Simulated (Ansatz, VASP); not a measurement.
Given: the input of a run of Ansatz 0.2.0 on CsPbCl3.

input.yaml

```yaml
crystal:
  lattice:
    - [5.605, 0.0, 0.0]
    - [0.0, 5.605, 0.0]
    - [0.0, 0.0, 5.605]
  atoms:
    - { symbol: Pb, position: [0.5, 0.5, 0.5] }
    - { symbol: Cs, position: [0.0, 0.0, 0.0] }
    - { symbol: Cl, position: [0.5, 0.0, 0.5] }
    - { symbol: Cl, position: [0.0, 0.5, 0.5] }
    - { symbol: Cl, position: [0.5, 0.5, 0.0] }
hamiltonian:
  xc: hse06
  pseudopotentials: { kind: paw }
kpoints:
  mp_grid: { grid: [3, 3, 3] }
scf:
  occupations: { method: fermi_dirac, width: 0.05 }
output:
  forces: true
  stress: true
  eigenvalues: true
```

Potentials or basis: Ansatz PAW.

The run is started by

```sh
$ ansatz run input.yaml --threads 2 --pin off --max-ram 5632MiB --backend cpu --events-out ev --progress --plain --runs-dir out
```

Task: Set up the same calculation for VASP 6.6.1. Potentials there: VASP PAW PBE potentials, release 64 (Pb_d, Cs_sv, Cl).

Result: As run (the cutoff follows the program's own potentials):

POSCAR

```
CsPbCl3
1.0
    5.6050000000      0.0000000000      0.0000000000
    0.0000000000      5.6050000000      0.0000000000
    0.0000000000      0.0000000000      5.6050000000
Pb Cs Cl
1 1 3
Direct
    0.5000000000      0.5000000000      0.5000000000
    0.0000000000      0.0000000000      0.0000000000
    0.5000000000      0.0000000000      0.5000000000
    0.0000000000      0.5000000000      0.5000000000
    0.5000000000      0.5000000000      0.0000000000
```

File INCAR.step1:

```
SYSTEM = CsPbCl3
PREC = Accurate ; ENCUT = 520
EDIFF = 1E-5 ; ISMEAR = -1
SIGMA = 0.05 ; LREAL = .FALSE.
LASPH = .TRUE. ; NELM = 60
ALGO = Normal ; ISIF = 2
LWAVE = .TRUE. ; LCHARG = .FALSE.
GGA = PE ; NBANDS = 30
```

Contents of INCAR.step2:

```
SYSTEM = CsPbCl3
PREC = Accurate ; ENCUT = 520
EDIFF = 1E-6 ; ISMEAR = -1
SIGMA = 0.05 ; LREAL = .FALSE.
LASPH = .TRUE. ; NELM = 60
ALGO = Normal ; ISIF = 2
LWAVE = .FALSE. ; LCHARG = .FALSE.
GGA = PE ; LHFCALC = .TRUE.
HFSCREEN = 0.2079 ; PRECFOCK = Fast
ISTART = 1 ; NBANDS = 30
```

The input KPOINTS:

```
regular mesh
0
G
  3 3 3
  0 0 0
```

Potentials or basis: VASP PAW PBE potentials, release 64 (Pb_d, Cs_sv, Cl).

Launch:

```console
$ cat potpaw_PBE.64/Pb_d/POTCAR potpaw_PBE.64/Cs_sv/POTCAR potpaw_PBE.64/Cl/POTCAR > POTCAR
$ cp INCAR.step1 INCAR
$ mpirun -np 1 vasp_std > vasp.out
$ cp INCAR.step2 INCAR
$ mpirun -np 1 vasp_std > vasp.out
```

Both were run:

|  | VASP | Ansatz | Ansatz less VASP |
| --- | --- | --- | --- |
| gap on the k mesh at the Fermi level (eV) | 5.06 | 5.05 | -0.005 |
| least direct gap on the mesh (eV) | 5.06 | 5.05 | -0.005 |
| pressure (GPa) | 1.0 | 1.1 | +0.05 |

Spin-orbit coupling is off throughout. Noted on Ansatz's run: odd divisions of the mesh miss points on the zone boundary, where band edges often lie, so the gap on the mesh can be too wide.
